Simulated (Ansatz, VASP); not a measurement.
## P in VASP and in Ansatz

File INCAR:

```
PREC = Accurate
ENCUT = 520
EDIFF = 1E-6
ISMEAR = 0
SIGMA = 0.05
LREAL = F
LASPH = T
NELM = 60
ALGO = Normal
ISIF = 2
LWAVE = F
LCHARG = T
GGA = PS
LELF = T
LVHAR = T
NBANDS = 18
```

File KPOINTS:

```
Automatic mesh
0
Gamma
  8 1 6
```

The input POSCAR:

```
P
1.0
    3.3329836358      0.0000000000      0.0000000000
    0.0000000000     35.3798864548      0.0000000000
    0.0000000000      0.0000000000      4.7015659806
P
4
Direct
    0.0000000000      0.9702614300      0.5921507200
    0.0000000000      0.0297385700      0.4078492800
    0.5000000000      0.0297385700      0.0921507200
    0.5000000000      0.9702614300      0.9078492800
```

Input for Ansatz:

```yaml
crystal:
  lattice:
    - [3.3329836358, 0.0, 0.0]
    - [0.0, 35.3798864548, 0.0]
    - [0.0, 0.0, 4.7015659806]
  atoms:
    - { symbol: P, position: [0.0, 0.97026143, 0.59215072] }
    - { symbol: P, position: [0.0, 0.02973857, 0.40784928] }
    - { symbol: P, position: [0.5, 0.02973857, 0.09215072] }
    - { symbol: P, position: [0.5, 0.97026143, 0.90784928] }
basis:
  ecutwfc: 420
kpoints:
  mp_grid: { grid: [8, 1, 6] }
hamiltonian:
  xc: pbesol
scf:
  occupations: { method: gaussian, width: 0.05 }
output:
  forces: true
  stress: true
  eigenvalues: true
```

Change from the starting cell: strain +0.015 along x and y, +0.015 along z, atoms carried along.

Alike in both runs: task single point; functional PBEsol; k mesh 8 × 1 × 6; occupations gaussian, width 0.05 eV; no spin polarisation.

|  | VASP | Ansatz |
| --- | --- | --- |
| version | VASP 6.6.1 | Ansatz 0.2.0 |
| potentials or method | VASP PAW PBE potentials, release 64 (P), cutoff 520 eV | scalar-relativistic, plane waves, PAW |
| valence electrons in the cell | 20 | 20 |

|  | VASP | Ansatz | Ansatz less VASP |
| --- | --- | --- | --- |
| gap on the k mesh at the Fermi level (eV) | 0.92 | 0.91 | -0.016 |
| least direct gap on the mesh (eV) | 0.92 | 0.91 | -0.016 |
| rms of the force components (eV/Å) | 0.137 | 0.129 | -0.0079 |

VASP's potentials were made for PBE, not for PBEsol. Atom by atom the forces differ by 0.011 eV/Å (rms over components).
